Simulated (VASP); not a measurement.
# Hf (P6_3/mmc) in VASP: a series of runs

Hf is run at these levels: PBEsol; tasks: single point.

Everything below comes from runs of VASP 6.6.1. Logs are shortened: lines on timing, memory, paths and dates and some standing lists are left out, and cuts for length are marked.

## Step 1: The cell of the first run

Symmetry: P6_3/mmc, No. 194, hexagonal system. Conventional cell: a = 3.186 Å, b = 3.186 Å, c = 5.041 Å, α = 90.00°, β = 90.00°, γ = 120.00°. Hf (site symmetry -6m2) has 12 Hf at 3.12 to 3.19 Å within 4.1 Å.

## Step 2: Single point, PBEsol (volume scaled by 0.99)

Input file INCAR:

```
PREC = Accurate
ENCUT = 520
EDIFF = 1E-6
ISMEAR = -1
SIGMA = 0.05
LREAL = F
LASPH = T
NELM = 100
ALGO = Normal
ISIF = 2
LWAVE = F
LCHARG = F
GGA = PS
NBANDS = 17
```

Input file KPOINTS:

```
regular mesh
0
Gamma
  13 13 7
```

Input file POSCAR:

```
Hf
1.0
    3.1860071449      0.0000000000      0.0000000000
   -1.5930035725      2.7591631242      0.0000000000
    0.0000000000      0.0000000000      5.0408841546
Hf
2
Direct
    0.3333333333      0.6666666667      0.2500000000
    0.6666666667      0.3333333333      0.7500000000
```

Potentials or basis: VASP PAW PBE potentials, release 64 (Hf_pv).

Command:

```
$ cat potpaw_PBE.64/Hf_pv/POTCAR > POTCAR
$ mpirun -np 1 vasp_std > vasp.out
```

OUTCAR:

```text
PREC = Accurate
   ENCUT = 520
   EDIFF = 1E-6
   ISMEAR = -1
   LREAL = F
   LASPH = T
   NELM = 100
   ISIF = 2
   GGA = PS

 ion  position               nearest neighbor table
   1  0.333  0.667  0.250-   2 3.12   2 3.12   2 3.12   2 3.12   2 3.12   2 3.12
   2  0.667  0.333  0.750-   1 3.12   1 3.12   1 3.12   1 3.12   1 3.12   1 3.12

  LATTYP: Found a hexagonal cell.
 ALAT       =     3.1860071449
 C/A-ratio  =     1.5821948682

  Lattice vectors:

 A1 = (   3.1860071449,   0.0000000000,   0.0000000000)
 A2 = (  -1.5930035725,   2.7591631242,   0.0000000000)
 A3 = (   0.0000000000,   0.0000000000,   5.0408841546)

Analysis of symmetry for initial positions (statically):
=====================================================================
 Subroutine PRICEL returns:
 Original cell was already a primitive cell.

 Routine SETGRP: Setting up the symmetry group for a
 hexagonal supercell.

 Subroutine GETGRP returns: Found 24 space group operations
 (whereof 12 operations were pure point group operations)
 out of a pool of 24 trial point group operations.

The static configuration has the point symmetry D_3d.
 The point group associated with its full space group is D_6h.

Analysis of symmetry for dynamics (positions and initial velocities):
=====================================================================
 Subroutine PRICEL returns:
 Original cell was already a primitive cell.

 Routine SETGRP: Setting up the symmetry group for a
 hexagonal supercell.

 Subroutine GETGRP returns: Found 24 space group operations
 (whereof 12 operations were pure point group operations)
 out of a pool of 24 trial point group operations.

The dynamic configuration has the point symmetry D_3d.
 The point group associated with its full space group is D_6h.

 Subroutine INISYM returns: Found 24 space group operations
 (whereof 12 operations are pure point group operations),
 and found     1 'primitive' translations

----------------------------------------------------------------------------------------

                                     Primitive cell

  volume of cell :      44.3130

  direct lattice vectors                    reciprocal lattice vectors
     3.186007145  0.000000000  0.000000000     0.313872491  0.181214367  0.000000000
    -1.593003573  2.759163124  0.000000000     0.000000000  0.362428735  0.000000000
     0.000000000  0.000000000  5.040884155     0.000000000  0.000000000  0.198377897

  length of vectors
     3.186007145  3.186007145  5.040884155     0.362428735  0.362428735  0.198377897

  position of ions in fractional coordinates (direct lattice)
     0.333333333  0.666666667  0.250000000
     0.666666667  0.333333333  0.750000000

  ion indices of the primitive-cell ions
   primitive index   ion index
                 1           1
                 2           2

----------------------------------------------------------------------------------------

 KPOINTS: regular mesh

Automatic generation of k-mesh.
 Grid dimensions read from file:
 generate k-points for:   13   13    7

 Generating k-lattice:

  Cartesian coordinates                     Fractional coordinates (reciprocal lattice)
     0.024144038  0.013939567  0.000000000     0.076923077  0.000000000  0.000000000
     0.000000000  0.027879133  0.000000000     0.000000000  0.076923077  0.000000000
     0.000000000  0.000000000  0.028339700     0.000000000  0.000000000  0.142857143

  Length of vectors
     0.027879133  0.027879133  0.028339700

  Shift w.r.t. Gamma in fractional coordinates (k-lattice)
     0.000000000  0.000000000  0.000000000

 Subroutine IBZKPT returns following result:
 ===========================================

 Found     84 irreducible k-points:

 Following reciprocal coordinates:
            Coordinates               Weight
  0.000000  0.000000  0.000000      1.000000
  0.076923 -0.000000  0.000000      6.000000
  0.153846  0.000000  0.000000      6.000000
  0.230769 -0.000000  0.000000      6.000000
  0.307692  0.000000  0.000000      6.000000
  0.384615  0.000000  0.000000      6.000000
[... 16 lines left out ...]
  0.076923 -0.000000  0.142857     12.000000
  0.153846  0.000000  0.142857     12.000000
 [... further k-points ...]
   k-points           NKPTS =     84   k-points in BZ     NKDIM =     84   number of bands    NBANDS=     17
   number of dos      NEDOS =    301   number of ions     NIONS =      2
   total plane-waves  NPLWV =  23040
   dimension x,y,z NGX =    24 NGY =   24 NGZ =   40
   dimension x,y,z NGXF=    48 NGYF=   48 NGZF=   80
   ions per type =               2
   NGX,Y,Z   is equivalent  to a cutoff of  12.52, 12.52, 13.19 a.u.
   NGXF,Y,Z  is equivalent  to a cutoff of  25.05, 25.05, 26.38 a.u.
 SYSTEM =  unknown system
   PREC   = accura    normal or accurate (medium, high low for compatibility)
   ISTART =      0    job   : 0-new  1-cont  2-samecut
   ICHARG =      2    charge: 1-file 2-atom 10-const
   ISPIN  =      1    spin polarized calculation?
   LNONCOLLINEAR =      F non collinear calculations
   LSORBIT =      F    spin-orbit coupling
   LASPH  =      T    aspherical Exc in radial PAW
   ENCUT  =  520.0 eV  38.22 Ry    6.18 a.u.   5.92  5.92  9.37*2*pi/ulx,y,z
   NELM   =    100;   NELMIN=  2; NELMDL= -5     # of ELM steps
   EDIFF  = 0.1E-05   stopping-criterion for ELM
   LREAL  =      F    real-space projection
   EDIFFG = 0.1E-04   stopping-criterion for IOM
   NSW    =      0    number of steps for IOM
   IBRION =     -1    ionic relax: 0-MD 1-quasi-New 2-CG
   NFREE  =      0    steps in history (QN), initial steepest desc. (CG)
   ISIF   =      2    stress and relaxation
   ISYM   =      2    0-nonsym 1-usesym 2-fastsym
   POTIM  = 0.5000    time-step for ionic-motion
   TEBEG  =    0.0;   TEEND  =   0.0 temperature during run
   PSTRESS=    0.0 pullay stress
   NELECT =      20.0000    total number of electrons
   NUPDOWN=      -1.0000    fix difference up-down
   EMIN   =  10.00;   EMAX   =-10.00  energy-range for DOS
   EFERMI =   0.00;   METHOD = LEGACY
   ISMEAR =    -1;   SIGMA  =   0.05  broadening in eV -4-tet -1-fermi 0-gaus
   EFERMI_NEDOS =   21; number of points for ismear=-14 and -15
   IALGO  =     38    algorithm
   IMIX   =      4    mixing-type and parameters
     AMIX     =   0.40;   BMIX     =  1.00
     AMIX_MAG =   1.60;   BMIX_MAG =  1.00
  volume/ion in A,a.u.               =      22.16       149.52
  Fermi-wavevector in a.u.,A,eV,Ry     =   1.255764  2.373049 21.455601  1.576942
  Thomas-Fermi vector in A             =   2.389504
   LORBIT       =      0    0 simple, 1 ext, 2 COOP (PROOUT), +10 PAW based schemes
   GGA     = PS    functional components
   LHFCALC =     F    Hartree Fock is set to
   AEXX    =    0.0000 exact exchange contribution
   IVDW    =     0    specifies the selected vdW correction
   LEPSILON=     F    determine dielectric tensor
   LRPA    =     F    only Hartree local field effects (RPA)
 non-spin polarized calculation
  energy-cutoff  :      520.00
  volume of cell :       44.31
 maximum number of plane-waves:      1206
 NGX is ok and might be reduce to    24
   NGX = 11   NGY = 11   NGZ = 19

 number of electron      20.0000002 magnetization

 Free energy of the ion-electron system (eV)
  ---------------------------------------------------
  ext. energy  EPLUGINS =         0.00000000
  ---------------------------------------------------
  free energy    TOTEN  =       -21.00001418 eV

  energy without entropy =      -20.98669939  energy(sigma->0) =      -20.99335678

 E-fermi :   4.8280     XC(G=0): -11.4355

 val. band max:        4.8123640759   @ k =   0.3077   0.2308   0.2857
 cond. band min:       4.8282553378   @ k =   0.0000   0.0000   0.4286
 fundamental gap:      0.0158912619
 Fermi energy:         4.8279708069

 k-point     1 :       0.0000    0.0000    0.0000
  band No.  band energies     occupation
      1     -26.1985      2.00000
      2     -25.4264      2.00000
      3     -25.4264      2.00000
      4     -25.2965      2.00000
      5     -25.2935      2.00000
      6     -25.2935      2.00000
[... 9 lines left out ...]
     16       7.4634      0.00000
     17      10.2038      0.00000

 k-point     2 :       0.0769   -0.0000    0.0000
  band No.  band energies     occupation
      1     -26.1825      2.00000
      2     -25.4604      2.00000
      3     -25.4378      2.00000
      4     -25.3295      2.00000
      5     -25.3038      2.00000
      6     -25.2981      2.00000
[... 9 lines left out ...]
     16       7.2909      0.00000
     17      10.3459      0.00000

 k-point     3 :       0.1538    0.0000    0.0000
  band No.  band energies     occupation
      1     -26.1366      2.00000
      2     -25.5548      2.00000
      3     -25.4686      2.00000
      4     -25.4270      2.00000
      5     -25.3258      2.00000
      6     -25.3114      2.00000
[... 9 lines left out ...]
     16       7.4630      0.00000
     17      10.6484      0.00000

 k-point     4 :       0.2308   -0.0000    0.0000
  band No.  band energies     occupation
      1     -26.0660      2.00000
      2     -25.6879      2.00000
      3     -25.5591      2.00000
      4     -25.5102      2.00000
      5     -25.3626      2.00000
      6     -25.3317      2.00000
[... 9 lines left out ...]
     16       8.2165      0.00000
     17      10.9476      0.00000
[... 343 lines left out ...]
      1     -26.1568      2.00000
      2     -25.4198      2.00000
      3     -25.4198      2.00000
      4     -25.3445      2.00000
      5     -25.3002      2.00000
      6     -25.3002      2.00000
[... 9 lines left out ...]
     16       7.7703      0.00000
     17      10.2808      0.00000

 k-point    23 :       0.0769   -0.0000    0.1429
  band No.  band energies     occupation
      1     -26.1429      2.00000
      2     -25.4529      2.00000
      3     -25.4309      2.00000
      4     -25.3735      2.00000
      5     -25.3128      2.00000
      6     -25.3051      2.00000
[... 9 lines left out ...]
     16       7.6643      0.00000
     17      10.3986      0.00000

 k-point    24 :       0.1538    0.0000    0.1429
  band No.  band energies     occupation
      1     -26.1037      2.00000
      2     -25.5443      2.00000
      3     -25.4644      2.00000
      4     -25.4609      2.00000
      5     -25.3361      2.00000
      6     -25.3193      2.00000
[... 9 lines left out ...]
     16       7.6500      0.00000
     17      10.6357      0.00000

 [... further k-points ...]
[... 5 lines left out ...]
  --------------------------------------------------------------------------------------
  -------------------------------------------------------------------------------------
  Total       -0.8218140     -0.8218140     -0.8916044      0.0000000      0.0000000     -0.0000000
  in kB      -29.7134639    -29.7134639    -32.2368011      0.0000000      0.0000000     -0.0000000
  external PRESSURE =     -30.5545763 kB  Pullay stress =       0.0000000 kB

 VOLUME and BASIS-vectors are now :
 -----------------------------------------------------------------------------
  energy-cutoff  :      520.00
  volume of cell :       44.31
      direct lattice vectors                 reciprocal lattice vectors
     3.186007145  0.000000000  0.000000000     0.313872491  0.181214367  0.000000000
    -1.593003573  2.759163124  0.000000000     0.000000000  0.362428735  0.000000000
     0.000000000  0.000000000  5.040884155     0.000000000  0.000000000  0.198377897

 POSITION                                       TOTAL-FORCE (eV/Angst)
 -----------------------------------------------------------------------------------
     -0.00000      1.83944      1.26022        -0.000000     -0.000000      0.000000
      1.59300      0.91972      3.78066         0.000000      0.000000      0.000000
 -----------------------------------------------------------------------------------
    total drift:                               -0.000000      0.000000     -0.000000

  FREE ENERGIE OF THE ION-ELECTRON SYSTEM (eV)
  ---------------------------------------------------
  free  energy   TOTEN  =       -21.0000141793 eV

  energy  without entropy=      -20.9866993851  energy(sigma->0) =      -20.99335678
```

It took 14 s on 1 thread of Intel Xeon 6975P-C (Granite Rapids), shared host; peak memory 0.19 GiB.

Results:

```
Free energy            : -21.0000 eV
Pressure               : -3.1 GPa
Band gap on the k mesh : zero (band 10 reaches 5.99 eV, above the bottom of band 11 at 4.44 eV)
```

Levels at points of the mesh, in eV from the Fermi level:
```csv
k point,band 8,band 9,band 10,band 11,band 12,band 13
"(0.00, 0.00, 0.00)",-3.75,0.70,1.17,1.17,1.45,2.00
```

Caveat: the PAW data sets were made with another functional, which shifts forces and pressure a little; spin-orbit coupling is left out, which moves the levels of the heavy elements.

## Step 3: Single point, PBEsol (volume scaled by 1.06)

Input file INCAR:

```
PREC     = Accurate       # precision mode
ENCUT    = 520            # plane-wave cutoff, eV
EDIFF    = 1E-6           # SCF threshold, eV
ISMEAR   = -1             # smearing method
SIGMA    = 0.05           # smearing width, eV
LREAL    = F              # projectors in reciprocal space
LASPH    = T              # aspherical terms in the spheres
NELM     = 60             # most SCF steps
ALGO     = Normal         # electronic algorithm
ISIF     = 2              # what is computed and relaxed
LWAVE    = F              # write WAVECAR
LCHARG   = T              # write CHGCAR
GGA      = PS             # functional
LELF     = T              # ELF
LVHAR    = T            
NBANDS   = 17             # bands
```

Input file KPOINTS:

```
Automatic mesh
0
Gamma
  13 13 7
```

Input file POSCAR:

```
Hf
1.0
    3.2593948047      0.0000000000      0.0000000000
   -1.6296974024      2.8227187018      0.0000000000
    0.0000000000      0.0000000000      5.1569977332
Hf
2
Direct
    0.3333333333      0.6666666667      0.2500000000
    0.6666666667      0.3333333333      0.7500000000
```

Potentials or basis: VASP PAW PBE potentials, release 64 (Hf_pv).

Command:

```
$ cat potpaw_PBE.64/Hf_pv/POTCAR > POTCAR
$ mpirun -np 1 vasp_std > vasp.out
```

It took 16 s on 1 thread of Intel Xeon 6975P-C (Granite Rapids), shared host; peak memory 0.2 GiB.

The run converged. Its results:

| Item | Value |
| --- | --- |
| Free energy | -20.8750 eV |
| Pressure | -9.4 GPa |
| Band gap on the k mesh | zero (band 10 reaches 5.51 eV, above the bottom of band 11 at 3.97 eV) |

Stress tensor (GPa, compression positive):
```
-9.24  0.00  0.00
 0.00 -9.24  0.00
 0.00  0.00 -9.76
```

Levels at points of the mesh, in eV from the Fermi level:
| k point | band 8 | band 9 | band 10 | band 11 | band 12 | band 13 |
| --- | --- | --- | --- | --- | --- | --- |
| (0.00, 0.00, 0.00) | -3.54 | 0.48 | 1.15 | 1.15 | 1.40 | 1.90 |

Caveat: the PAW data sets were made with another functional, which shifts forces and pressure a little; spin-orbit coupling is left out, which moves the levels of the heavy elements.
